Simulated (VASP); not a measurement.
# F (C2/c) in VASP: a series of runs, part 2 of 2

VASP 6.6.1. The steps go on from the part before.

## (3) Single point, PBE+D3(BJ) (19.32 Å³/atom)

This run uses another cell than the first one, of 19.32 Å³/atom.

INCAR reads:

```
SYSTEM = F
ALGO = Normal
EDIFF = 1E-6
ENCUT = 520
GGA = PE
ISIF = 2
ISMEAR = 0
IVDW = 12
LASPH = .True.
LCHARG = .False.
LREAL = .False.
LWAVE = .False.
NBANDS = 22
NELM = 60
PREC = Accurate
SIGMA = 0.05
```

KPOINTS reads:

```
k-points
0
Gamma
  8 8 4
  0 0 0
```

POSCAR reads:

```
F
1.0
    2.7744316246     -1.9105248555      0.2927939103
    2.7744316246      1.9105248555      0.2927939103
   -0.8816121944      0.0000000000      7.1974279897
F
4
Direct
    0.9138648456      0.5855481450      0.0939279973
    0.4144518550      0.0861351544      0.4060720027
    0.0861351544      0.4144518550      0.9060720027
    0.5855481450      0.9138648456      0.5939279973
```

Potentials or basis: VASP PAW PBE potentials, release 64 (F).

Run with:

```console
$ cat potpaw_PBE.64/F/POTCAR > POTCAR
$ mpirun -np 1 vasp_std > vasp.out
```

Run time: 3.2 min. Hardware: 1 thread of Oxide Virtual Turin-like, shared host; peak memory 0.21 GiB.

Results (log left out):

```yaml
Free_energy: -7.2062 eV
Pressure: -5.4 GPa
Largest_force: 2.193 eV/Å
Band_gap_on_the_k_mesh: 2.08 eV
Dispersion_energy_per_atom: -0.023 eV
```

Forces in eV/Å, atoms in the order of the input:
```
F    0.246 -0.965 -1.954
F   -0.246 -0.965  1.954
F   -0.246  0.965  1.954
F    0.246  0.965 -1.954
```

Stress tensor (GPa, compression positive):
```
 -0.69   0.00   1.45
  0.00  -3.38   0.00
  1.45   0.00 -12.07
```

Levels at points of the mesh, in eV from the valence-band top:
```tsv
k point	band 12	band 13	band 14	band 15	band 16	band 17
(0.00, 0.00, 0.00)	-0.05	0.00	0.00	2.08	2.65	9.07
(0.50, 0.00, 0.00)	-0.22	-0.04	-0.03	2.43	2.43	12.96
(0.50, 0.50, 0.00)	-0.31	-0.08	-0.06	2.27	2.59	13.55
(0.00, 0.00, 0.50)	-0.15	0.00	0.00	2.36	2.36	9.87
(0.50, 0.00, 0.50)	-0.19	-0.03	-0.02	2.41	2.41	13.43
(0.50, 0.50, 0.50)	-0.22	-0.19	-0.19	2.43	2.43	14.00
```

Caveat: the stress differs along the axes, from -12 to -1 GPa; forces of over 1 eV/Å act on the atoms, so gaps and moduli don't describe the material at rest.

## (4) Single point, PBE+D3(BJ) (19.32 Å³/atom)

This run uses another cell than the first one, of 19.32 Å³/atom.

INCAR reads:

```
SYSTEM = F
PREC     = Accurate       ! precision mode
ENCUT    = 520            ! plane-wave cutoff, eV
EDIFF    = 1E-7           ! SCF threshold, eV
ISMEAR   = 0              ! smearing method
SIGMA    = 0.05           ! smearing width, eV
LREAL    = .False.        ! projectors in reciprocal space
LASPH    = .True.         ! aspherical terms in the spheres
NELM     = 60             ! most SCF steps
ALGO     = Normal         ! electronic algorithm
ISIF     = 2              ! what is computed and relaxed
LWAVE    = .False.        ! write WAVECAR
LCHARG   = .False.        ! write CHGCAR
GGA      = PE             ! functional
IVDW     = 12             ! dispersion correction
NBANDS   = 22             ! bands
```

KPOINTS reads:

```
regular mesh
0
Gamma
  8 8 4
  0 0 0
```

POSCAR reads:

```
F
1.0
    3.0059302424     -1.8354825344      0.3172246387
    3.0059302424      1.8354825344      0.3172246387
   -0.8617962777      0.0000000000      6.9131614844
F
4
Direct
    0.9138648456      0.5855481450      0.0939279973
    0.4144518550      0.0861351544      0.4060720027
    0.0861351544      0.4144518550      0.9060720027
    0.5855481450      0.9138648456      0.5939279973
```

Run with:

```console
$ cat potpaw_PBE.64/F/POTCAR > POTCAR
$ mpirun -np 1 vasp_std > vasp.out
```

Wall time 3.2 min (1 thread of Oxide Virtual Turin-like, shared host); peak memory 0.21 GiB.

It converged, with:

| Quantity | Value |
| --- | --- |
| Free energy | -7.3987 eV |
| Pressure | -2.3 GPa |
| Largest force | 0.759 eV/Å |
| Band gap on the k mesh | 2.63 eV |
| Dispersion energy per atom | -0.023 eV |

Forces in eV/Å, atoms in the order of the input:
```
F    0.088 -0.335 -0.676
F   -0.088 -0.335  0.676
F   -0.088  0.335  0.676
F    0.088  0.335 -0.676
```

Stress tensor (GPa, compression positive):
```
-0.74  0.00  0.48
 0.00 -1.57  0.00
 0.48  0.00 -4.45
```

Levels at points of the mesh, in eV from the valence-band top:
| k point | band 10 | band 11 | band 12 | band 13 | band 14 | band 15 | band 16 | band 17 | band 18 | band 19 |
| --- | --- | --- | --- | --- | --- | --- | --- | --- | --- | --- |
| (0.00, 0.00, 0.00) | -2.90 | -0.29 | -0.07 | -0.06 | 0.00 | 2.63 | 3.28 | 8.82 | 11.45 | 12.13 |
| (0.50, 0.00, 0.00) | -3.04 | -0.22 | -0.21 | -0.09 | -0.07 | 3.02 | 3.02 | 12.68 | 12.68 | 14.83 |
| (0.50, 0.50, 0.00) | -3.02 | -0.40 | -0.34 | -0.06 | -0.04 | 2.78 | 3.24 | 12.47 | 13.65 | 14.23 |
| (0.00, 0.00, 0.50) | -2.93 | -0.19 | -0.19 | -0.04 | -0.04 | 2.94 | 2.94 | 9.67 | 9.67 | 14.94 |
| (0.50, 0.00, 0.50) | -3.05 | -0.19 | -0.18 | -0.06 | -0.05 | 3.00 | 3.00 | 13.22 | 13.25 | 13.27 |
| (0.50, 0.50, 0.50) | -3.07 | -0.22 | -0.22 | -0.21 | -0.21 | 3.01 | 3.01 | 13.02 | 13.02 | 14.30 |

## (5) Single point, PBE+D3(BJ) (19.32 Å³/atom)

This run uses another cell than the first one, of 19.32 Å³/atom.

INCAR reads:

```
SYSTEM = F
ALGO = Normal
EDIFF = 1E-7
ENCUT = 520
GGA = PE
ISIF = 2
ISMEAR = 0
IVDW = 12
LASPH = .TRUE.
LCHARG = .FALSE.
LREAL = .FALSE.
LWAVE = .FALSE.
NBANDS = 22
NELM = 100
PREC = Accurate
SIGMA = 0.05
```

KPOINTS reads:

```
k-points
0
G
  8 8 4
  0 0 0
```

POSCAR reads:

```
F
1.0
    2.9266641798     -1.8601726691      0.3088594585
    2.9266641798      1.8601726691      0.3088594585
   -0.8681811993      0.0000000000      7.0067039820
F
4
Direct
    0.9138648456      0.5855481450      0.0939279973
    0.4144518550      0.0861351544      0.4060720027
    0.0861351544      0.4144518550      0.9060720027
    0.5855481450      0.9138648456      0.5939279973
```

Run with:

```console
$ cat potpaw_PBE.64/F/POTCAR > POTCAR
$ mpirun -np 1 vasp_std > vasp.out
```

It took 2.8 min on 1 thread of Oxide Virtual Turin-like, shared host; peak memory 0.21 GiB.

The run converged. Its results:

- Free energy: -7.3560 eV
- Pressure: -3.4 GPa
- Largest force: 1.293 eV/Å
- Band gap on the k mesh: 2.44 eV
- Dispersion energy per atom: -0.023 eV

Forces in eV/Å, atoms in the order of the input:
```
F    0.147 -0.570 -1.151
F   -0.147 -0.570  1.151
F   -0.147  0.570  1.151
F    0.147  0.570 -1.151
```

Stress tensor (GPa, compression positive):
```
-0.73  0.00  0.84
 0.00 -2.24  0.00
 0.84  0.00 -7.22
```

Levels at points of the mesh, in eV from the valence-band top:
```
           k point  band 10  band 11  band 12  band 13  band 14  band 15  band 16  band 17  band 18  band 19
(0.00, 0.00, 0.00)    -2.72    -0.27    -0.05    -0.05     0.00     2.44     3.06     8.91    11.51    12.12
(0.50, 0.00, 0.00)    -2.86    -0.22    -0.21    -0.07    -0.06     2.81     2.82    12.77    12.78    14.82
(0.50, 0.50, 0.00)    -2.88    -0.39    -0.33    -0.07    -0.05     2.60     3.02    12.83    13.76    14.44
(0.00, 0.00, 0.50)    -2.74    -0.17    -0.17    -0.02    -0.02     2.74     2.74     9.74     9.74    14.87
(0.50, 0.00, 0.50)    -2.86    -0.19    -0.18    -0.05    -0.04     2.79     2.80    13.32    13.33    13.35
(0.50, 0.50, 0.50)    -2.93    -0.22    -0.22    -0.20    -0.20     2.81     2.81    13.34    13.34    14.38
```

Caveat: the stress differs along the axes, from -7 to -1 GPa; forces of over 1 eV/Å act on the atoms, so gaps and moduli don't describe the material at rest.

## (6) Single point, PBE+D3(BJ) (19.32 Å³/atom)

This run uses another cell than the first one, of 19.32 Å³/atom.

INCAR reads:

```
SYSTEM = F
PREC = Accurate ; ENCUT = 520
EDIFF = 1E-6 ; ISMEAR = 0
SIGMA = 0.05 ; LREAL = .False.
LASPH = .True. ; NELM = 80
ALGO = Normal ; ISIF = 2
LWAVE = .False. ; LCHARG = .False.
GGA = PE ; IVDW = 12
NBANDS = 22
```

KPOINTS reads:

```
regular mesh
0
Gamma
  8 8 4
  0 0 0
```

POSCAR reads:

```
F
1.0
    2.8494743543     -1.8851995565      0.3007133897
    2.8494743543      1.8851995565      0.3007133897
   -0.8747905673      0.0000000000      7.1015078240
F
4
Direct
    0.9138648456      0.5855481450      0.0939279973
    0.4144518550      0.0861351544      0.4060720027
    0.0861351544      0.4144518550      0.9060720027
    0.5855481450      0.9138648456      0.5939279973
```

Potentials or basis: VASP PAW PBE potentials, release 64 (F).

Run with:

```console
$ cat potpaw_PBE.64/F/POTCAR > POTCAR
$ mpirun -np 1 vasp_std > vasp.out
```

It took 2.6 min on 1 thread of Oxide Virtual Turin-like, shared host; peak memory 0.21 GiB.

It converged, with:

* Free energy: -7.2911 eV
* Pressure: -4.4 GPa
* Largest force: 1.770 eV/Å
* Band gap on the k mesh: 2.26 eV
* Dispersion energy per atom: -0.023 eV

Forces on the atoms (eV/Å):
```
F    0.200 -0.779 -1.577
F   -0.200 -0.779  1.577
F   -0.200  0.779  1.577
F    0.200  0.779 -1.577
```

Stress tensor (GPa, compression positive):
```
-0.72  0.00  1.16
 0.00 -2.84  0.00
 1.16  0.00 -9.76
```

Levels at points of the mesh, in eV from the valence-band top:
```tsv
k point	band 11	band 12	band 13	band 14	band 15	band 16	band 17	band 18
(0.00, 0.00, 0.00)	-0.25	-0.05	-0.02	0.00	2.26	2.85	8.99	11.57
(0.50, 0.00, 0.00)	-0.22	-0.21	-0.06	-0.04	2.62	2.62	12.87	12.87
(0.50, 0.50, 0.00)	-0.39	-0.32	-0.07	-0.05	2.43	2.80	13.19	13.87
(0.00, 0.00, 0.50)	-0.16	-0.16	-0.01	-0.01	2.54	2.54	9.81	9.81
(0.50, 0.00, 0.50)	-0.20	-0.18	-0.04	-0.03	2.60	2.60	13.38	13.42
(0.50, 0.50, 0.50)	-0.22	-0.22	-0.20	-0.20	2.61	2.61	13.66	13.66
```

Caveat: the stress differs along the axes, from -10 to -1 GPa; forces of over 1 eV/Å act on the atoms, so gaps and moduli don't describe the material at rest.

## (7) Overview

| cell | gap on the mesh (eV) | pressure (GPa) | largest force (eV/Å) |
| --- | --- | --- | --- |
| a = 3.374, b = 3.374, c = 7.138 Å, angles 90.8, 90.8, 67.7°, 4 atoms | 2.28 | -4.3 | 1.69 |
| a = 3.381, b = 3.381, c = 7.251 Å, angles 90.8, 90.8, 68.8°, 4 atoms | 2.08 | -5.4 | 2.19 |
| a = 3.536, b = 3.536, c = 6.967 Å, angles 90.9, 90.9, 62.5°, 4 atoms | 2.63 | -2.3 | 0.76 |
| a = 3.482, b = 3.482, c = 7.060 Å, angles 90.9, 90.9, 64.6°, 4 atoms | 2.44 | -3.4 | 1.29 |
| a = 3.430, b = 3.430, c = 7.155 Å, angles 90.8, 90.8, 66.7°, 4 atoms | 2.26 | -4.4 | 1.77 |

Alike in all rows: task single point; level PBE+D3(BJ); potentials or basis VASP PAW PBE potentials, release 64 (F); no spin polarisation; k mesh 8 × 8 × 4; cutoff (eV) 520; smearing gaussian 0.05 eV.

Caveats: forces of over 1 eV/Å act on the atoms, so gaps and moduli don't describe the material at rest (at least some runs); the stress differs along the axes, from -10 to -1 GPa (at least some runs); the stress differs along the axes, from -12 to -1 GPa (at least some runs); the stress differs along the axes, from -7 to -1 GPa (at least some runs).

Absolute energies hang on the potentials; compare differences alone.
